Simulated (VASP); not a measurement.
# Sr7N (Im-3m) in VASP: single point with PBE

Aim: the single point of Sr7N with PBE.

Everything below comes from runs of VASP 6.6.1. Logs are shortened: lines on timing, memory, paths and dates and some standing lists are left out, and cuts for length are marked.

## (1) The cell of the first run

It takes space group Im-3m (No. 229, cubic). Conventional cell: a = 7.700 Å, b = 7.700 Å, c = 7.700 Å, α = 90.00°, β = 90.00°, γ = 90.00°. Sr (site symmetry 4/mmm) has 12 Sr at 3.33 to 3.85 Å and 2 N at 3.85 Å within 4.4 Å. Within 4.4 Å of Sr (site symmetry -3m) lie 12 Sr at 3.33 to 3.85 Å and 2 N at 3.33 Å. Within 4.4 Å of N (site symmetry m-3m) lie 14 Sr at 3.33 to 3.85 Å.

The cell was built from a structure type or drawn by symmetry, and may not be a known phase.

## (2) Single point, PBE

INCAR reads:

```
PREC = Accurate
ENCUT = 520
EDIFF = 1E-6
ISMEAR = 0
SIGMA = 0.1
LREAL = False
LASPH = True
NELM = 60
ALGO = Normal
ISIF = 2
LWAVE = False
LCHARG = True
GGA = PE
LELF = True
LVHAR = True
NBANDS = 48
```

KPOINTS reads:

```
Automatic mesh
0
Gamma
  4 4 4
```

POSCAR reads:

```
Sr7N
1.0
   -3.8497680500      3.8497680500      3.8497680500
    3.8497680500     -3.8497680500      3.8497680500
    3.8497680500      3.8497680500     -3.8497680500
Sr N
7 1
Direct
    0.0000000000      0.5000000000      0.5000000000
    0.5000000000      0.5000000000      0.0000000000
    0.5000000000      0.0000000000      0.5000000000
    0.0000000000      0.0000000000      0.5000000000
    0.0000000000      0.5000000000      0.0000000000
    0.5000000000      0.0000000000      0.0000000000
    0.5000000000      0.5000000000      0.5000000000
    0.0000000000      0.0000000000      0.0000000000
```

Potentials or basis: VASP PAW PBE potentials, release 64 (Sr_sv, N).

On the command line:

```bash
$ cat potpaw_PBE.64/Sr_sv/POTCAR potpaw_PBE.64/N/POTCAR > POTCAR
$ mpirun -np 1 vasp_std > vasp.out
```

OUTCAR:

```text
PREC = Accurate
   ENCUT = 520
   EDIFF = 1E-6
   ISMEAR = 0
   LREAL = False
   LASPH = True
   NELM = 60
   ISIF = 2
   GGA = PE

 ion  position               nearest neighbor table
   1  0.000  0.500  0.500-   4 3.33   5 3.33   6 3.33   7 3.33   5 3.33   4 3.33   7 3.33   6 3.33
                             2 3.85   2 3.85   3 3.85   3 3.85
   2  0.500  0.500  0.000-   4 3.33   5 3.33   6 3.33   7 3.33   7 3.33   6 3.33   5 3.33   4 3.33
                             3 3.85   1 3.85   1 3.85   3 3.85
   3  0.500  0.000  0.500-   4 3.33   5 3.33   6 3.33   7 3.33   6 3.33   7 3.33   4 3.33   5 3.33
                             2 3.85   1 3.85   1 3.85   2 3.85
   4  0.000  0.000  0.500-   1 3.33   2 3.33   3 3.33   8 3.33   8 3.33   1 3.33   3 3.33   2 3.33
                             7 3.85   5 3.85   5 3.85   6 3.85   7 3.85   6 3.85
   5  0.000  0.500  0.000-   1 3.33   2 3.33   3 3.33   8 3.33   1 3.33   8 3.33   2 3.33   3 3.33
                             7 3.85   4 3.85   4 3.85   7 3.85   6 3.85   6 3.85
   6  0.500  0.000  0.000-   1 3.33   2 3.33   3 3.33   8 3.33   3 3.33   2 3.33   8 3.33   1 3.33
                             7 3.85   7 3.85   4 3.85   4 3.85   5 3.85   5 3.85
   7  0.500  0.500  0.500-   1 3.33   2 3.33   3 3.33   8 3.33   2 3.33   3 3.33   1 3.33   8 3.33
                             6 3.85   6 3.85   4 3.85   5 3.85   4 3.85   5 3.85
   8  0.000  0.000  0.000-   4 3.33   5 3.33   6 3.33   7 3.33   4 3.33   5 3.33   6 3.33   7 3.33

  LATTYP: Found a body centered cubic cell.
 ALAT       =     7.6995361000

  Lattice vectors:

 A1 = (  -3.8497680500,   3.8497680500,   3.8497680500)
 A2 = (   3.8497680500,  -3.8497680500,   3.8497680500)
 A3 = (   3.8497680500,   3.8497680500,  -3.8497680500)

Analysis of symmetry for initial positions (statically):
=====================================================================
 Subroutine PRICEL returns:
 Original cell was already a primitive cell.

 Routine SETGRP: Setting up the symmetry group for a
 body centered cubic supercell.

 Subroutine GETGRP returns: Found 48 space group operations
 (whereof 48 operations were pure point group operations)
 out of a pool of 48 trial point group operations.

The static configuration has the point symmetry O_h .

Analysis of symmetry for dynamics (positions and initial velocities):
=====================================================================
 Subroutine PRICEL returns:
 Original cell was already a primitive cell.

 Routine SETGRP: Setting up the symmetry group for a
 body centered cubic supercell.

 Subroutine GETGRP returns: Found 48 space group operations
 (whereof 48 operations were pure point group operations)
 out of a pool of 48 trial point group operations.

The dynamic configuration has the point symmetry O_h .

 Subroutine INISYM returns: Found 48 space group operations
 (whereof 48 operations are pure point group operations),
 and found     1 'primitive' translations

----------------------------------------------------------------------------------------

                                     Primitive cell

  volume of cell :     228.2252

  direct lattice vectors                    reciprocal lattice vectors
    -3.849768050  3.849768050  3.849768050     0.000000000  0.129877955  0.129877955
     3.849768050 -3.849768050  3.849768050     0.129877955  0.000000000  0.129877955
     3.849768050  3.849768050 -3.849768050     0.129877955  0.129877955  0.000000000

  length of vectors
     6.667993860  6.667993860  6.667993860     0.183675165  0.183675165  0.183675165

  position of ions in fractional coordinates (direct lattice)
     0.000000000  0.500000000  0.500000000
     0.500000000  0.500000000  0.000000000
     0.500000000  0.000000000  0.500000000
     0.000000000  0.000000000  0.500000000
     0.000000000  0.500000000  0.000000000
     0.500000000  0.000000000  0.000000000
     0.500000000  0.500000000  0.500000000
     0.000000000  0.000000000  0.000000000

  ion indices of the primitive-cell ions
   primitive index   ion index
                 1           1
                 2           2
                 3           3
                 4           4
                 5           5
                 6           6
                 7           7
                 8           8

----------------------------------------------------------------------------------------

 KPOINTS: Automatic mesh

Automatic generation of k-mesh.
 Grid dimensions read from file:
 generate k-points for:    4    4    4

 Generating k-lattice:

  Cartesian coordinates                     Fractional coordinates (reciprocal lattice)
     0.000000000  0.032469489  0.032469489     0.250000000  0.000000000  0.000000000
     0.032469489  0.000000000  0.032469489     0.000000000  0.250000000  0.000000000
     0.032469489  0.032469489  0.000000000     0.000000000  0.000000000  0.250000000

  Length of vectors
     0.045918791  0.045918791  0.045918791

  Shift w.r.t. Gamma in fractional coordinates (k-lattice)
     0.000000000  0.000000000  0.000000000

 Subroutine IBZKPT returns following result:
 ===========================================

 Found      8 irreducible k-points:

 Following reciprocal coordinates:
            Coordinates               Weight
  0.000000  0.000000  0.000000      1.000000
  0.250000  0.000000  0.000000     12.000000
  0.500000  0.000000  0.000000      6.000000
  0.250000  0.250000  0.000000     24.000000
  0.250000  0.250000  0.250000      2.000000
 -0.250000  0.250000  0.250000      6.000000
  0.500000  0.500000  0.250000     12.000000
  0.500000  0.500000  0.500000      1.000000
   k-points           NKPTS =      8   k-points in BZ     NKDIM =      8   number of bands    NBANDS=     48
   number of dos      NEDOS =    301   number of ions     NIONS =      8
   total plane-waves  NPLWV = 125000
   dimension x,y,z NGX =    50 NGY =   50 NGZ =   50
   dimension x,y,z NGXF=   100 NGYF=  100 NGZF=  100
   ions per type =               7   1
   NGX,Y,Z   is equivalent  to a cutoff of  12.47, 12.47, 12.47 a.u.
   NGXF,Y,Z  is equivalent  to a cutoff of  24.93, 24.93, 24.93 a.u.
 SYSTEM =  unknown system
   PREC   = accura    normal or accurate (medium, high low for compatibility)
   ISTART =      0    job   : 0-new  1-cont  2-samecut
   ICHARG =      2    charge: 1-file 2-atom 10-const
   ISPIN  =      1    spin polarized calculation?
   LNONCOLLINEAR =      F non collinear calculations
   LSORBIT =      F    spin-orbit coupling
   LASPH  =      T    aspherical Exc in radial PAW
   ENCUT  =  520.0 eV  38.22 Ry    6.18 a.u.  12.40 12.40 12.40*2*pi/ulx,y,z
   NELM   =     60;   NELMIN=  2; NELMDL= -5     # of ELM steps
   EDIFF  = 0.1E-05   stopping-criterion for ELM
   LREAL  =      F    real-space projection
   EDIFFG = 0.1E-04   stopping-criterion for IOM
   NSW    =      0    number of steps for IOM
   IBRION =     -1    ionic relax: 0-MD 1-quasi-New 2-CG
   NFREE  =      0    steps in history (QN), initial steepest desc. (CG)
   ISIF   =      2    stress and relaxation
   ISYM   =      2    0-nonsym 1-usesym 2-fastsym
   POTIM  = 0.5000    time-step for ionic-motion
   TEBEG  =    0.0;   TEEND  =   0.0 temperature during run
   PSTRESS=    0.0 pullay stress
   NELECT =      75.0000    total number of electrons
   NUPDOWN=      -1.0000    fix difference up-down
   EMIN   =  10.00;   EMAX   =-10.00  energy-range for DOS
   EFERMI =   0.00;   METHOD = LEGACY
   ISMEAR =     0;   SIGMA  =   0.10  broadening in eV -4-tet -1-fermi 0-gaus
   EFERMI_NEDOS =   21; number of points for ismear=-14 and -15
   IALGO  =     38    algorithm
   IMIX   =      4    mixing-type and parameters
     AMIX     =   0.40;   BMIX     =  1.00
     AMIX_MAG =   1.60;   BMIX_MAG =  1.00
  volume/ion in A,a.u.               =      28.53       192.52
  Fermi-wavevector in a.u.,A,eV,Ry     =   1.129728  2.134877 17.364927  1.276286
  Thomas-Fermi vector in A             =   2.266423
   LORBIT       =      0    0 simple, 1 ext, 2 COOP (PROOUT), +10 PAW based schemes
   GGA     = PE    functional components
   LHFCALC =     F    Hartree Fock is set to
   AEXX    =    0.0000 exact exchange contribution
   IVDW    =     0    specifies the selected vdW correction
   LEPSILON=     F    determine dielectric tensor
   LRPA    =     F    only Hartree local field effects (RPA)
 non-spin polarized calculation
 Gauss-broadening in eV      SIGMA  =   0.10
  energy-cutoff  :      520.00
  volume of cell :      228.23
 maximum number of plane-waves:      6200
 NGX is ok and might be reduce to    50
   NGX = 25   NGY = 25   NGZ = 25

 number of electron      74.9999999 magnetization

 Free energy of the ion-electron system (eV)
  ---------------------------------------------------
  ext. energy  EPLUGINS =         0.00000000
  ---------------------------------------------------
  free energy    TOTEN  =       -11.62620606 eV

  energy without entropy =      -11.57667029  energy(sigma->0) =      -11.60143817

 E-fermi :   3.7505     XC(G=0):  -9.3160

 val. band max:        3.7110710297   @ k =   0.5000   0.0000   0.0000
 cond. band min:       3.7592320934   @ k =   0.2500   0.0000   0.0000
 fundamental gap:      0.0481610636
 Fermi energy:         3.7504645920

 k-point     1 :       0.0000    0.0000    0.0000
  band No.  band energies     occupation
      1     -32.1216      2.00000
      2     -31.9390      2.00000
      3     -31.9390      2.00000
      4     -31.9390      2.00000
      5     -31.8785      2.00000
      6     -31.8785      2.00000
[... 40 lines left out ...]
     47       5.7827      0.00000
     48       6.3563      0.00000

 k-point     2 :       0.2500    0.0000    0.0000
  band No.  band energies     occupation
      1     -32.0924      2.00000
      2     -31.9537      2.00000
      3     -31.9392      2.00000
      4     -31.9391      2.00000
      5     -31.8787      2.00000
      6     -31.8745      2.00000
[... 40 lines left out ...]
     47       5.7246      0.00000
     48       5.8202      0.00000

 k-point     3 :       0.5000    0.0000    0.0000
  band No.  band energies     occupation
      1     -32.0351      2.00000
      2     -32.0046      2.00000
      3     -31.9394      2.00000
      4     -31.9392      2.00000
      5     -31.8789      2.00000
      6     -31.8446      2.00000
[... 40 lines left out ...]
     47       5.5778      0.00000
     48       5.6333      0.00000

 k-point     4 :       0.2500    0.2500    0.0000
  band No.  band energies     occupation
      1     -32.0439      2.00000
      2     -31.9785      2.00000
      3     -31.9619      2.00000
      4     -31.9376      2.00000
      5     -31.8650      2.00000
      6     -31.8605      2.00000
[... 40 lines left out ...]
     47       5.3354      0.00000
     48       5.6383      0.00000

 k-point     5 :       0.2500    0.2500    0.2500
  band No.  band energies     occupation
      1     -31.9972      2.00000
      2     -31.9972      2.00000
      3     -31.9972      2.00000
      4     -31.9499      2.00000
      5     -31.8414      2.00000
      6     -31.8414      2.00000
[... 40 lines left out ...]
     47       5.1377      0.00000
     48       5.5749      0.00000

 k-point     6 :      -0.2500    0.2500    0.2500
  band No.  band energies     occupation
      1     -32.0644      2.00000
      2     -31.9497      2.00000
      3     -31.9497      2.00000
      4     -31.9288      2.00000
      5     -31.8898      2.00000
      6     -31.8755      2.00000
[... 40 lines left out ...]
     47       5.4768      0.00000
     48       6.0395      0.00000

 k-point     7 :       0.5000    0.5000    0.2500
  band No.  band energies     occupation
      1     -32.0077      2.00000
      2     -31.9870      2.00000
      3     -31.9542      2.00000
      4     -31.9247      2.00000
      5     -31.8835      2.00000
      6     -31.8586      2.00000
[... 40 lines left out ...]
     47       5.6903      0.00000
     48       5.7484      0.00000

 k-point     8 :       0.5000    0.5000    0.5000
  band No.  band energies     occupation
      1     -31.9605      2.00000
      2     -31.9605      2.00000
      3     -31.9605      2.00000
      4     -31.9187      2.00000
      5     -31.9010      2.00000
      6     -31.9010      2.00000
[... 40 lines left out ...]
     47       5.8910      0.00000
     48       5.8910      0.00000

------------------------ aborting loop because EDIFF is reached ----------------------------------------

  FORCE on cell =-STRESS in cart. coord.  units (eV):
  Direction    XX          YY          ZZ          XY          YZ          ZX
  --------------------------------------------------------------------------------------
  -------------------------------------------------------------------------------------
  Total       16.3457213     16.3457213     16.3457213     -0.0000000      0.0000000      0.0000000
  in kB      114.7495496    114.7495496    114.7495496     -0.0000000      0.0000000      0.0000000
  external PRESSURE =     114.7495496 kB  Pullay stress =       0.0000000 kB

 VOLUME and BASIS-vectors are now :
 -----------------------------------------------------------------------------
  energy-cutoff  :      520.00
  volume of cell :      228.23
      direct lattice vectors                 reciprocal lattice vectors
    -3.849768050  3.849768050  3.849768050     0.000000000  0.129877955  0.129877955
     3.849768050 -3.849768050  3.849768050     0.129877955  0.000000000  0.129877955
     3.849768050  3.849768050 -3.849768050     0.129877955  0.129877955  0.000000000

 POSITION                                       TOTAL-FORCE (eV/Angst)
 -----------------------------------------------------------------------------------
      3.84977      0.00000      0.00000         0.000000      0.000000     -0.000000
      0.00000      0.00000      3.84977         0.000000      0.000000     -0.000000
      0.00000      3.84977      0.00000        -0.000000      0.000000      0.000000
      1.92488      1.92488     -1.92488        -0.000000      0.000000      0.000000
      1.92488     -1.92488      1.92488        -0.000000     -0.000000      0.000000
     -1.92488      1.92488      1.92488         0.000000     -0.000000     -0.000000
      1.92488      1.92488      1.92488         0.000000     -0.000000      0.000000
      0.00000      0.00000      0.00000         0.000000      0.000000      0.000000
 -----------------------------------------------------------------------------------
    total drift:                                0.000000     -0.000000      0.000000

  FREE ENERGIE OF THE ION-ELECTRON SYSTEM (eV)
  ---------------------------------------------------
  free  energy   TOTEN  =       -11.6262060570 eV

  energy  without entropy=      -11.5766702858  energy(sigma->0) =      -11.60143817
```

Run time: 1.8 min. Hardware: 1 thread of Intel Xeon 6975P-C (Granite Rapids), shared host; peak memory 0.36 GiB.

What came out:

| Property | Result |
| --- | --- |
| Free energy | -11.6262 eV |
| Pressure | 11.5 GPa |
| Band gap on the k mesh | zero (an odd number of electrons rules out a gap without spin polarisation) |

Caveat: the cell stands under pressure.
